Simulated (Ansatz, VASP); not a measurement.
## One calculation of GaSe5, two programs

```xyz
6
Lattice="6.4525 0.0000 0.0000 -3.2263 5.5880 0.0000 0.0000 0.0000 3.6938" Properties=species:S:1:pos:R:3 pbc="T T T"
Ga    0.0000    0.0000    1.8469
Se    4.3389    0.0000    0.0000
Se   -2.1695    3.7576    0.0000
Se    1.0568    1.8304    0.0000
Se    0.0000    3.7254    1.8469
Se    3.2263    1.8627    1.8469
```

Change from the starting cell: species swapped into the Hf5Sc type (P-62m, No. 189).

Alike in both runs: task relaxation of cell and atoms; functional PBE; k mesh 6 × 6 × 10; occupations gaussian, width 0.1 eV; no spin polarisation.

|  | VASP | Ansatz |
| --- | --- | --- |
| version | VASP 6.6.1 | Ansatz 0.2.0 |
| potentials or method | VASP PAW PBE potentials, release 64 (Ga_d, Se), cutoff 600 eV | scalar-relativistic, plane waves, PAW |
| valence electrons in the cell | 43 | 93 |

|  | VASP | Ansatz | Ansatz less VASP |
| --- | --- | --- | --- |
| gap on the k mesh at the Fermi level, each at its own relaxed structure (eV) | none | none | - |
| relaxed volume (Å³/atom) | 22.23 | 22.21 | -0.017 |
| relaxed length of the cell vector where the two differ most in proportion (Å) | 3.729 | 3.725 | -0.0038 |

A gap of «none» marks a metal or a gap that the smearing closes. VASP's potentials hold 43 valence electrons a cell and Ansatz's 93, so a difference there can come from the potentials and not from the codes.
